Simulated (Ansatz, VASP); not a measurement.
## ScSiS4 in VASP and in Ansatz

```
CELL_PARAMETERS angstrom
0.00000 3.75818 3.75818
3.75818 0.00000 3.75818
3.75818 3.75818 0.00000
ATOMIC_POSITIONS crystal
Sc 0.00000 0.00000 0.00000
Si 0.25000 0.25000 0.25000
S 0.62567 0.62567 0.62567
S 0.12298 0.62567 0.62567
S 0.62567 0.12298 0.62567
S 0.62567 0.62567 0.12298
```

Change from the starting cell: species swapped into the GdInNi4 type (F-43m, No. 216).

Alike in both runs: functional PBE; k mesh 4 × 4 × 4; occupations gaussian, width 0.1 eV; no spin polarisation.

Ansatz relaxed the structure, and its values are those at the end. VASP's run is a single point on that final structure, the one shown.

```csv
,VASP,Ansatz
version,VASP 6.6.1,Ansatz 0.2.0
potentials or method,"VASP PAW PBE potentials, release 64 (Sc_sv, Si, S), cutoff 520 eV","scalar-relativistic, plane waves, PAW"
valence electrons in the cell,39,39
```

|  | VASP | Ansatz | Ansatz less VASP |
| --- | --- | --- | --- |
| gap on the k mesh at the Fermi level (eV) | none | none | - |
| pressure (GPa) | -0.1 | -0.1 | +0.02 |
| rms of the force components (eV/Å) | 0.004 | 0.003 | -0.0006 |

A gap of «none» marks a metal or a gap that the smearing closes.

The k mesh is coarse, so the values compare programs but aren't converged.
